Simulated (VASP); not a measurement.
**Sn: relaxation of cell and atoms with PBE+D4**

The system is Sn.

```xyz
1
Lattice="-1.8947 1.8947 1.8947 1.8947 -1.8947 1.8947 1.8947 1.8947 -1.8947" Properties=species:S:1:pos:R:3 pbc="T T T"
Sn    0.0000    0.0000    0.0000
```

- Program: VASP 6.6.1
- Task: relaxation of cell and atoms
- Functional: PBE
- Dispersion: D4
- Potentials or basis: VASP PAW PBE potentials, release 64 (Sn_d)
- Cutoff: 600 eV
- k mesh: 10 × 10 × 10
- Occupations: fermi-dirac, width 0.05 eV
- Spin: no spin polarisation
- Dipole correction: no
- Further INCAR settings: ALGO = Normal; EDIFF = 1e-07; IBRION = 2; EDIFFG = -0.02; NSW = 80; ISIF = 3

| Property | Result |
| --- | --- |
| Relaxed volume | 26.23 Å³/atom |
| Relaxed cell | a = 3.242 Å, b = 3.242 Å, c = 3.242 Å, α = 109.47°, β = 109.47°, γ = 109.47° |
| Space group after relaxing (to 0.05 Å) | Im-3m (No. 229) |
| Energy gained by relaxing | 5.3 meV/atom |
| Ionic steps | 3 |
| Pressure after relaxing | 0.0 GPa |
| Band gap on the k mesh | zero (band 7 reaches 16.83 eV, above the bottom of band 8 at 6.14 eV) |
| Dispersion energy per atom | -0.436 eV |

Step by step:
| step | energy change (eV) | largest force (eV/Å) | pressure (GPa) | volume (Å³) |
| --- | --- | --- | --- | --- |
| 1 | 0.0000 | 0.0000 | -1.68 | 27.20 |
| 2 | -0.0052 | 0.0000 | 0.28 | 26.09 |
| 3 | -0.0053 | 0.0000 | 0.01 | 26.23 |

Final structure:
```
Sn
1.0
    -1.87182    1.87182    1.87182
     1.87182   -1.87182    1.87182
     1.87182    1.87182   -1.87182
Sn
1
Direct
  0.00000 0.00000 0.00000
```

Levels at points of the mesh, in eV from the Fermi level:
```csv
k point,band 4,band 5,band 6,band 7,band 8,band 9,band 10,band 11
"(0.00, 0.00, 0.00)",-21.42,-21.42,-11.33,8.32,8.32,8.32,12.21,12.21
"(0.50, 0.00, 0.00)",-21.43,-21.33,-6.43,-4.59,3.75,5.59,8.18,8.39
"(0.50, 0.50, 0.50)",-21.35,-21.35,-2.24,-0.50,-0.50,-0.50,3.84,3.84
```

Run time: 66 s on 1 thread of Intel Xeon 8259CL, with other jobs on the host, peak memory 0.17 GiB.

Caveat: spin-orbit coupling is left out, which moves the levels of the heavy elements; pairwise dispersion overbinds metals, which lowers pressure and volume.
